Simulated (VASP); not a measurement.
# Ba3Si (Pm-3m) in VASP: further runs, part 2 of 2

VASP 6.6.1. Earlier steps stand in the parts before.

### Step 5. Relaxation of cell and atoms, PBE

INCAR

```
ALGO     = Fast           # electronic algorithm
EDIFF    = 1E-6           # SCF threshold, eV
EDIFFG   = -0.01          # ionic threshold
ENCUT    = 600            # plane-wave cutoff, eV
GGA      = PE             # functional
IBRION   = 2              # ionic algorithm
ISIF     = 3              # what is computed and relaxed
ISMEAR   = 0              # smearing method
LASPH    = True           # aspherical terms in the spheres
LCHARG   = False          # write CHGCAR
LREAL    = False          # projectors in reciprocal space
LWAVE    = False          # write WAVECAR
NELM     = 100            # most SCF steps
NSW      = 100            # ionic steps
PREC     = Accurate       # precision mode
SIGMA    = 0.1            # smearing width, eV
```

KPOINTS

```
k-points
0
Gamma
  10 10 10
```

POSCAR

```
Ba3Si
1.0
    5.3876236017      0.0000000000      0.0000000000
    0.0000000000      5.3876236017      0.0000000000
    0.0000000000      0.0000000000      5.3876236017
Ba Si
3 1
Direct
    0.0000000000      0.5000000000      0.5000000000
    0.5000000000      0.0000000000      0.5000000000
    0.5000000000      0.5000000000      0.0000000000
    0.0000000000      0.0000000000      0.0000000000
```

Potentials or basis: VASP PAW PBE potentials, release 64 (Ba_sv, Si).

On the command line:

```sh
$ cat potpaw_PBE.64/Ba_sv/POTCAR potpaw_PBE.64/Si/POTCAR > POTCAR
$ mpirun -np 1 vasp_std > vasp.out
```

OUTCAR:

```text
EDIFF = 1E-6
   EDIFFG = -0.01
   ENCUT = 600
   GGA = PE
   IBRION = 2
   ISIF = 3
   ISMEAR = 0
   LASPH = True
   LREAL = False
   NELM = 100
   NSW = 100
   PREC = Accurate

 ion  position               nearest neighbor table
   1  0.000  0.500  0.500-   2 3.81   3 3.81   4 3.81   3 3.81   4 3.81   2 3.81   4 3.81   4 3.81
                             2 3.81   3 3.81   3 3.81   2 3.81
   2  0.500  0.000  0.500-   1 3.81   3 3.81   4 3.81   3 3.81   4 3.81   1 3.81   3 3.81   3 3.81
                             1 3.81   4 3.81   4 3.81   1 3.81
   3  0.500  0.500  0.000-   1 3.81   2 3.81   4 3.81   1 3.81   2 3.81   2 3.81   4 3.81   2 3.81
                             1 3.81   4 3.81   1 3.81   4 3.81
   4  0.000  0.000  0.000-   1 3.81   2 3.81   3 3.81   1 3.81   2 3.81   1 3.81   3 3.81   1 3.81
                             2 3.81   3 3.81   2 3.81   3 3.81

  LATTYP: Found a simple cubic cell.
 ALAT       =     5.3876236017

  Lattice vectors:

 A1 = (   5.3876236017,   0.0000000000,   0.0000000000)
 A2 = (   0.0000000000,   5.3876236017,   0.0000000000)
 A3 = (   0.0000000000,   0.0000000000,   5.3876236017)

Analysis of symmetry for initial positions (statically):
=====================================================================
 Subroutine PRICEL returns:
 Original cell was already a primitive cell.

 Routine SETGRP: Setting up the symmetry group for a
 simple cubic supercell.

 Subroutine GETGRP returns: Found 48 space group operations
 (whereof 48 operations were pure point group operations)
 out of a pool of 48 trial point group operations.

The static configuration has the point symmetry O_h .

Analysis of symmetry for dynamics (positions and initial velocities):
=====================================================================
 Subroutine PRICEL returns:
 Original cell was already a primitive cell.

 Routine SETGRP: Setting up the symmetry group for a
 simple cubic supercell.
[... 132 lines left out ...]
  Thomas-Fermi vector in A             =   2.115627
   LORBIT       =      0    0 simple, 1 ext, 2 COOP (PROOUT), +10 PAW based schemes
   GGA     = PE    functional components
   LHFCALC =     F    Hartree Fock is set to
   AEXX    =    0.0000 exact exchange contribution
   IVDW    =     0    specifies the selected vdW correction
   LEPSILON=     F    determine dielectric tensor
   LRPA    =     F    only Hartree local field effects (RPA)
 conjugate gradient relaxation of ions
 non-spin polarized calculation
 RMM-DIIS sequential band-by-band and
 Gauss-broadening in eV      SIGMA  =   0.10
  energy-cutoff  :      600.00
  volume of cell :      156.38
 maximum number of plane-waves:      5248
 NGX is ok and might be reduce to    48
   NGX = 21   NGY = 21   NGZ = 21

--------------------------------------- Ionic step        1  -------------------------------------------

 number of electron      34.0000004 magnetization

 Free energy of the ion-electron system (eV)
  ---------------------------------------------------
  ext. energy  EPLUGINS =         0.00000000
  ---------------------------------------------------
  free energy    TOTEN  =       -11.15217115 eV

  energy without entropy =      -11.13888402  energy(sigma->0) =      -11.14552759

------------------------ aborting loop because EDIFF is reached ----------------------------------------

  FORCE on cell =-STRESS in cart. coord.  units (eV):
  Direction    XX          YY          ZZ          XY          YZ          ZX
  --------------------------------------------------------------------------------------
  -------------------------------------------------------------------------------------
  Total        0.4174418      0.4174418      0.4174418      0.0000000      0.0000000     -0.0000000
  in kB        4.2767590      4.2767590      4.2767590      0.0000000      0.0000000     -0.0000000
  external PRESSURE =       4.2767590 kB  Pullay stress =       0.0000000 kB
[... 139 lines left out ...]
--------------------------------------- Ionic step        5  -------------------------------------------

 number of electron      34.0000001 magnetization

 Free energy of the ion-electron system (eV)
  ---------------------------------------------------
  ext. energy  EPLUGINS =         0.00000000
  ---------------------------------------------------
  free energy    TOTEN  =       -11.15674751 eV

  energy without entropy =      -11.14387371  energy(sigma->0) =      -11.15031061

 E-fermi :   3.0616     XC(G=0):  -8.6009

 val. band max:        3.0603351853   @ k =   0.1000   0.1000   0.1000
 cond. band min:       3.0618061309   @ k =   0.2000   0.0000   0.0000
 fundamental gap:      0.0014709455
 Fermi energy:         3.0616381895

 k-point     1 :       0.0000    0.0000    0.0000
  band No.  band energies     occupation
      1     -25.6476      2.00000
      2     -25.3998      2.00000
      3     -25.3998      2.00000
      4     -11.3406      2.00000
      5     -11.3406      2.00000
      6     -11.3406      2.00000
[... 565 lines left out ...]
     20       4.1116      0.00000
     21       4.3238      0.00000

 [... further k-points ...]
[... 5 lines left out ...]
  --------------------------------------------------------------------------------------
  -------------------------------------------------------------------------------------
  Total       -0.0148836     -0.0148836     -0.0148836      0.0000000     -0.0000000     -0.0000000
  in kB       -0.1490750     -0.1490750     -0.1490750      0.0000000     -0.0000000     -0.0000000
  external PRESSURE =      -0.1490750 kB  Pullay stress =       0.0000000 kB
[... 19 lines left out ...]
  FREE ENERGIE OF THE ION-ELECTRON SYSTEM (eV)
  ---------------------------------------------------
  free  energy   TOTEN  =       -11.1567475057 eV

  energy  without entropy=      -11.1438737052  energy(sigma->0) =      -11.15031061

 reached required accuracy - stopping structural energy minimisation
```

OSZICAR:

```text
N       E                     dE             d eps       ncg     rms          rms(c)
DAV:   1     0.262971365258E+03    0.26297E+03   -0.15643E+04  2352   0.152E+03
DAV:   2     0.486260520646E+01   -0.25811E+03   -0.25404E+03  3543   0.266E+02
DAV:   3    -0.108696888654E+02   -0.15732E+02   -0.15508E+02  2891   0.704E+01
[... 79 lines left out ...]
DAV:   1    -0.111571335228E+02   -0.38213E-03   -0.92211E-03  2722   0.627E-01    0.875E-02
RMM:   2    -0.111568379359E+02    0.29559E-03   -0.54925E-04  2674   0.156E-01    0.438E-02
RMM:   3    -0.111567438753E+02    0.94061E-04   -0.53542E-04  2514   0.129E-01    0.853E-03
RMM:   4    -0.111567473867E+02   -0.35115E-05   -0.55970E-05  2796   0.367E-02    0.948E-03
RMM:   5    -0.111567475057E+02   -0.11894E-06   -0.74953E-06  2088   0.118E-02
   5 F= -.11156748E+02 E0= -.11150311E+02  d E =-.457635E-02
```

It took 10 min on 1 thread of Intel Xeon 6975P-C (Granite Rapids), shared host; peak memory 0.48 GiB.

What came out:

```
Free energy                           : -11.1567 eV
Relaxed volume                        : 39.99 Å³/atom
Relaxed cell                          : a = 5.428 Å, b = 5.428 Å, c = 5.428 Å, α = 90.00°, β = 90.00°, γ = 90.00°
Space group after relaxing (to 0.1 Å) : Pm-3m (No. 221)
Energy gained by relaxing             : 1.1 meV/atom
Ionic steps                           : 5
Pressure after relaxing               : 0.0 GPa
Band gap on the k mesh                : zero (bands 17 and 18 overlap by 0.90 eV)
```

The path:
```
step  energy change (eV)  largest force (eV/Å)  pressure (GPa)  volume (Å³)
   1              0.0000                0.0000            0.43       156.38
   2             -0.0041                0.0000            0.14       158.76
   3             -0.0046                0.0000           -0.04       160.07
   4             -0.0046                0.0000            0.09       159.74
   5             -0.0046                0.0000           -0.01       159.96
```

Final structure:
```
CELL_PARAMETERS angstrom
5.42839 0.00000 0.00000
0.00000 5.42839 0.00000
0.00000 0.00000 5.42839
ATOMIC_POSITIONS crystal
Ba 0.00000 0.50000 0.50000
Ba 0.50000 0.00000 0.50000
Ba 0.50000 0.50000 0.00000
Si 0.00000 0.00000 0.00000
```

Caveat: spin-orbit coupling is left out, which moves the levels of the heavy elements.

### Step 6. The runs side by side

| task | cell | k mesh | cutoff (eV) | gap on the mesh (eV) | pressure (GPa) | relaxed volume (Å³/atom) |
| --- | --- | --- | --- | --- | --- | --- |
| single point | a = 5.388 Å, 4 atoms | 4 × 4 × 4 | 520 | none | 0.5 | - |
| relaxation of cell and atoms | relaxed from a = 5.000 Å, 4 atoms | 4 × 4 × 4 | 600 | none | 0.0 | 40.09 |
| single point | a = 5.388 Å, 4 atoms | 10 × 10 × 10 | 520 | none | 0.4 | - |
| relaxation of cell and atoms | relaxed from a = 5.388 Å, 4 atoms | 10 × 10 × 10 | 600 | none | 0.0 | 39.99 |

Alike in all rows: level PBE; potentials or basis VASP PAW PBE potentials, release 64 (Ba_sv, Si); no spin polarisation; smearing gaussian 0.1 eV.

Caveats: spin-orbit coupling is left out, which moves the levels of the heavy elements; the volume moved by over 15 % at a fixed basis, so the end points are rough (at least some runs).

Total energies depend on the potentials used, so only differences within one code and one set of settings carry meaning.
